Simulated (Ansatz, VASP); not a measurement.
**Al3C2 in VASP and in Ansatz**

```xyz
5
Lattice="5.3341 0.0000 0.0000 -2.6671 4.6195 0.0000 0.0000 0.0000 2.8804" Properties=species:S:1:pos:R:3 pbc="T T T"
Al    2.6671    0.0000    1.4402
Al   -1.3335    2.3098    1.4402
Al    1.3335    2.3098    1.4402
C     0.0000    3.0797    0.0000
C     2.6671    1.5398    0.0000
```

Alike in both runs: task relaxation of cell and atoms; functional PBE; k mesh 12 × 12 × 14; occupations gaussian, width 0.1 eV; no spin polarisation.

|  | VASP | Ansatz |
| --- | --- | --- |
| version | VASP 6.6.1 | Ansatz 0.2.0 |
| potentials or method | VASP PAW PBE potentials, release 64 (Al, C), cutoff 600 eV | scalar-relativistic, plane waves, PAW |
| valence electrons in the cell | 17 | 17 |

VASP gave:

| Item | Value |
| --- | --- |
| gap on the k mesh at the Fermi level, each at its own relaxed structure (eV) | none |
| relaxed volume (Å³/atom) | 14.14 |
| relaxed length of the cell vector where the two differ most in proportion (Å) | 2.874 |

Question: What did Ansatz give for the same quantities?

Answer: gap on the k mesh at the Fermi level, each at its own relaxed structure (eV): none; relaxed volume (Å³/atom): 14.14; relaxed length of the cell vector where the two differ most in proportion (Å): 2.875.

A gap of «none» marks a metal or a gap that the smearing closes.
